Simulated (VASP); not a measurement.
# CsAs: relaxation of cell and atoms with LDA

CsAs:

```xyz
2
Lattice="4.2949 0.0000 0.0000 0.0000 4.2949 0.0000 0.0000 0.0000 4.2949" Properties=species:S:1:pos:R:3 pbc="T T T"
Cs    0.0000    0.0000    0.0000
As    2.1475    2.1475    2.1475
```

| Quantity | Value |
| --- | --- |
| Program | VASP 6.6.1 |
| Task | relaxation of cell and atoms |
| Functional | LDA |
| Potentials or basis | VASP PAW LDA potentials, release 64 (Cs_sv, As) |
| Cutoff | 600 eV |
| k mesh | 6 × 6 × 6 |
| Occupations | fermi-dirac, width 0.05 eV |
| Spin | no spin polarisation |
| Target pressure | 10 GPa |
| Dipole correction | no |
| Further INCAR settings | ALGO = Normal; EDIFF = 1e-06; IBRION = 2; EDIFFG = -0.01; NSW = 60; ISIF = 3 |

```yaml
Relaxed_volume: 26.42 Å³/atom
Relaxed_cell: a = 3.752 Å, b = 3.752 Å, c = 3.752 Å, α = 90.00°, β = 90.00°, γ = 90.00°
Space_group_after_relaxing_to_0.05_Å: Pm-3m (No. 221)
Energy_change_on_relaxing_the_enthalpy_is_what_falls: +133.2 meV/atom
Ionic_steps: 15
Pressure_after_relaxing: 10.0 GPa
Band_gap_on_the_k_mesh: zero (band 7 reaches 5.45 eV, above the bottom of band 8 at 1.24 eV)
```

Step by step:
```tsv
step	energy change (eV)	largest force (eV/Å)	pressure (GPa)	volume (Å³)
1	0.0000	0.0000	-2.45	79.23
2	0.5723	0.0000	15.28	48.91
3	0.2783	0.0000	10.19	52.65
4	0.2496	0.0000	9.64	53.11
5	0.2502	0.0000	9.66	53.10
6	0.2517	0.0000	9.69	53.07
7	0.2517	0.0000	9.69	53.07
8	0.2518	0.0000	9.69	53.07
9	0.2519	0.0000	9.69	53.07
10	0.2521	0.0000	9.68	53.07
11	0.2526	0.0000	9.68	53.06
12	0.2535	0.0000	9.72	53.04
13	0.2553	0.0000	9.76	53.01
14	0.2590	0.0000	9.83	52.95
15	0.2664	0.0000	9.96	52.83
```

Final structure:
```
CELL_PARAMETERS angstrom
3.75237 0.00000 0.00000
0.00000 3.75237 0.00000
0.00000 0.00000 3.75237
ATOMIC_POSITIONS crystal
Cs 0.00000 0.00000 0.00000
As 0.50000 0.50000 0.50000
```

Levels at points of the mesh, in eV from the Fermi level:
```
           k point  band 5  band 6  band 7  band 8  band 9  band 10
(0.00, 0.00, 0.00)   -7.88    1.20    1.20    1.20    1.80     1.80
(0.50, 0.00, 0.00)   -6.80   -2.75   -0.11   -0.11    3.37     5.81
(0.50, 0.50, 0.00)   -7.26   -0.25   -0.25    0.93    3.11     4.60
(0.50, 0.50, 0.50)   -8.95   -3.01   -3.01   -3.01    9.65     9.65
```

It took 76 s on 1 thread of Intel Xeon 6975P-C, with other jobs on the host, peak memory 0.19 GiB.

Caveat: the cell is relaxed towards a set pressure, so the enthalpy falls and the energy may rise; the volume moved by over 15 % at a fixed basis, so the end points are rough; spin-orbit coupling is left out, which moves the levels of the heavy elements.
